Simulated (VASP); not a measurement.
# Ca3SbP in VASP: notebook

Ca3SbP is run at these levels: LDA; tasks: single point.

Program: VASP 6.6.1. These are calculated values, not measurements. Logs are shortened: lines on timing, memory, paths and dates and some standing lists are left out, and cuts for length are marked.

### Step 1. The cell of the first run

It takes space group Pm-3m (No. 221, cubic). The conventional cell has a = 5.339 Å, b = 5.339 Å, c = 5.339 Å, α = 90.00°, β = 90.00°, γ = 90.00°. Within 3.5 Å of Ca (site symmetry 4/mmm) lie 2 P at 2.67 Å. Sb (site symmetry m-3m) has 12 Ca at 3.78 Å and 8 P at 4.62 Å within 5.0 Å. P (site symmetry m-3m) has 6 Ca at 2.67 Å within 3.5 Å.

### Step 2. Single point, LDA

File INCAR:

```
SYSTEM = Ca3SbP
  ALGO = Normal
  EDIFF = 1E-6
  ENCUT = 520
  ISIF = 2
  ISMEAR = 0
  LASPH = .TRUE.
  LCHARG = .FALSE.
  LREAL = .FALSE.
  LWAVE = .FALSE.
  NBANDS = 28
  NELM = 80
  PREC = Accurate
  SIGMA = 0.05
```

File KPOINTS:

```
k-points
0
G
  6 6 6
  0 0 0
```

File POSCAR:

```
Ca3SbP
1.0
    5.3393199531      0.0000000000      0.0000000000
    0.0000000000      5.3393199531      0.0000000000
    0.0000000000      0.0000000000      5.3393199531
Ca Sb P
3 1 1
Direct
    0.0000000000      0.5000000000      0.5000000000
    0.5000000000      0.0000000000      0.5000000000
    0.5000000000      0.5000000000      0.0000000000
    0.0000000000      0.0000000000      0.0000000000
    0.5000000000      0.5000000000      0.5000000000
```

Potentials or basis: VASP PAW LDA potentials, release 64 (Ca_sv, Sb, P).

The run is started by

```console
cat potpaw_LDA.64/Ca_sv/POTCAR potpaw_LDA.64/Sb/POTCAR potpaw_LDA.64/P/POTCAR > POTCAR
mpirun -np 1 vasp_std > vasp.out
```

OUTCAR:

```text
SYSTEM = Ca3SbP
   EDIFF = 1E-6
   ENCUT = 520
   ISIF = 2
   ISMEAR = 0
   LASPH = .TRUE.
   LREAL = .FALSE.
   NELM = 80
   PREC = Accurate

 ion  position               nearest neighbor table
   1  0.000  0.500  0.500-   5 2.67   5 2.67
   2  0.500  0.000  0.500-   5 2.67   5 2.67
   3  0.500  0.500  0.000-   5 2.67   5 2.67
   4  0.000  0.000  0.000-
   5  0.500  0.500  0.500-   1 2.67   2 2.67   3 2.67   3 2.67   2 2.67   1 2.67

  LATTYP: Found a simple cubic cell.
 ALAT       =     5.3393199531

  Lattice vectors:

 A1 = (   5.3393199531,   0.0000000000,   0.0000000000)
 A2 = (   0.0000000000,   5.3393199531,   0.0000000000)
 A3 = (   0.0000000000,   0.0000000000,   5.3393199531)

Analysis of symmetry for initial positions (statically):
=====================================================================
 Subroutine PRICEL returns:
 Original cell was already a primitive cell.

 Routine SETGRP: Setting up the symmetry group for a
 simple cubic supercell.

 Subroutine GETGRP returns: Found 48 space group operations
 (whereof 48 operations were pure point group operations)
 out of a pool of 48 trial point group operations.

The static configuration has the point symmetry O_h .

Analysis of symmetry for dynamics (positions and initial velocities):
=====================================================================
 Subroutine PRICEL returns:
 Original cell was already a primitive cell.

 Routine SETGRP: Setting up the symmetry group for a
 simple cubic supercell.

 Subroutine GETGRP returns: Found 48 space group operations
 (whereof 48 operations were pure point group operations)
 out of a pool of 48 trial point group operations.

The dynamic configuration has the point symmetry O_h .

 Subroutine INISYM returns: Found 48 space group operations
 (whereof 48 operations are pure point group operations),
 and found     1 'primitive' translations

----------------------------------------------------------------------------------------

                                     Primitive cell

  volume of cell :     152.2151

  direct lattice vectors                    reciprocal lattice vectors
     5.339319953  0.000000000  0.000000000     0.187289769  0.000000000  0.000000000
     0.000000000  5.339319953  0.000000000     0.000000000  0.187289769  0.000000000
     0.000000000  0.000000000  5.339319953     0.000000000  0.000000000  0.187289769

  length of vectors
[... 84 lines left out ...]
   LREAL  =      F    real-space projection
   EDIFFG = 0.1E-04   stopping-criterion for IOM
   NSW    =      0    number of steps for IOM
   IBRION =     -1    ionic relax: 0-MD 1-quasi-New 2-CG
   NFREE  =      0    steps in history (QN), initial steepest desc. (CG)
   ISIF   =      2    stress and relaxation
   ISYM   =      2    0-nonsym 1-usesym 2-fastsym
   POTIM  = 0.5000    time-step for ionic-motion
   TEBEG  =    0.0;   TEEND  =   0.0 temperature during run
   PSTRESS=    0.0 pullay stress
   NELECT =      40.0000    total number of electrons
   NUPDOWN=      -1.0000    fix difference up-down
   EMIN   =  10.00;   EMAX   =-10.00  energy-range for DOS
   EFERMI =   0.00;   METHOD = LEGACY
   ISMEAR =     0;   SIGMA  =   0.05  broadening in eV -4-tet -1-fermi 0-gaus
   EFERMI_NEDOS =   21; number of points for ismear=-14 and -15
   IALGO  =     38    algorithm
   IMIX   =      4    mixing-type and parameters
     AMIX     =   0.40;   BMIX     =  1.00
     AMIX_MAG =   1.60;   BMIX_MAG =  1.00
  volume/ion in A,a.u.               =      30.44       205.44
  Fermi-wavevector in a.u.,A,eV,Ry     =   1.048598  1.981562 14.960382  1.099557
  Thomas-Fermi vector in A             =   2.183526
   LORBIT       =      0    0 simple, 1 ext, 2 COOP (PROOUT), +10 PAW based schemes
   GGA     = CA    functional components
   LHFCALC =     F    Hartree Fock is set to
   AEXX    =    0.0000 exact exchange contribution
   IVDW    =     0    specifies the selected vdW correction
   LEPSILON=     F    determine dielectric tensor
   LRPA    =     F    only Hartree local field effects (RPA)
 non-spin polarized calculation
 Gauss-broadening in eV      SIGMA  =   0.05
  energy-cutoff  :      520.00
  volume of cell :      152.22
 maximum number of plane-waves:      4116
 NGX is ok and might be reduce to    40
   NGX = 19   NGY = 19   NGZ = 19

 number of electron      39.9999983 magnetization

 Free energy of the ion-electron system (eV)
  ---------------------------------------------------
  ext. energy  EPLUGINS =         0.00000000
  ---------------------------------------------------
  free energy    TOTEN  =       -22.57659277 eV

  energy without entropy =      -22.57659277  energy(sigma->0) =      -22.57659277

 E-fermi :   3.6484     XC(G=0):  -8.9269

 val. band max:        3.3997350567   @ k =   0.0000   0.0000   0.0000
 cond. band min:       3.9501481863   @ k =   0.0000   0.0000   0.0000
 fundamental gap:      0.5504131296
 Fermi energy:         3.6484258775

 k-point     1 :       0.0000    0.0000    0.0000
  band No.  band energies     occupation
      1     -37.2484      2.00000
      2     -37.2215      2.00000
      3     -37.2215      2.00000
      4     -18.6578      2.00000
      5     -18.6578      2.00000
      6     -18.6578      2.00000
[... 609 lines left out ...]
     27       6.1808      0.00000
     28       7.2793      0.00000

------------------------ aborting loop because EDIFF is reached ----------------------------------------

  FORCE on cell =-STRESS in cart. coord.  units (eV):
  Direction    XX          YY          ZZ          XY          YZ          ZX
  --------------------------------------------------------------------------------------
  -------------------------------------------------------------------------------------
  Total       -1.7658465     -1.7658465     -1.7658465      0.0000000     -0.0000000     -0.0000000
  in kB      -18.5868459    -18.5868459    -18.5868459      0.0000000     -0.0000000     -0.0000000
  external PRESSURE =     -18.5868459 kB  Pullay stress =       0.0000000 kB

 VOLUME and BASIS-vectors are now :
 -----------------------------------------------------------------------------
  energy-cutoff  :      520.00
  volume of cell :      152.22
      direct lattice vectors                 reciprocal lattice vectors
     5.339319953  0.000000000  0.000000000     0.187289769  0.000000000  0.000000000
     0.000000000  5.339319953  0.000000000     0.000000000  0.187289769  0.000000000
     0.000000000  0.000000000  5.339319953     0.000000000  0.000000000  0.187289769

 POSITION                                       TOTAL-FORCE (eV/Angst)
 -----------------------------------------------------------------------------------
      0.00000      2.66966      2.66966         0.000000      0.000000      0.000000
      2.66966      0.00000      2.66966         0.000000      0.000000      0.000000
      2.66966      2.66966      0.00000         0.000000      0.000000      0.000000
      0.00000      0.00000      0.00000         0.000000      0.000000      0.000000
      2.66966      2.66966      2.66966         0.000000      0.000000      0.000000
 -----------------------------------------------------------------------------------
    total drift:                                0.000000     -0.000000     -0.000000

  FREE ENERGIE OF THE ION-ELECTRON SYSTEM (eV)
  ---------------------------------------------------
  free  energy   TOTEN  =       -22.5765927737 eV

  energy  without entropy=      -22.5765927737  energy(sigma->0) =      -22.57659277
```

Wall time 46 s (1 thread of AMD EPYC 9R14 (Zen 4), shared host); peak memory 0.21 GiB.

Results:

| Item | Value |
| --- | --- |
| Free energy | -22.5766 eV |
| Pressure | -1.9 GPa |
| Band gap on the k mesh | 0.55 eV, direct |

Levels at points of the mesh, in eV from the valence-band top:
```csv
k point,band 18,band 19,band 20,band 21,band 22,band 23
"(0.00, 0.00, 0.00)",0.00,0.00,0.00,0.55,0.55,0.58
"(0.50, 0.00, 0.00)",-1.71,-1.03,-1.03,1.19,1.45,1.63
"(0.50, 0.50, 0.00)",-1.33,-1.33,-0.99,1.67,1.67,1.74
"(0.50, 0.50, 0.50)",-1.70,-1.70,-1.70,1.88,1.88,1.88
```

Caveat: spin-orbit coupling is left out, which moves the levels of the heavy elements.

(Part 1 of 2 ends here.)
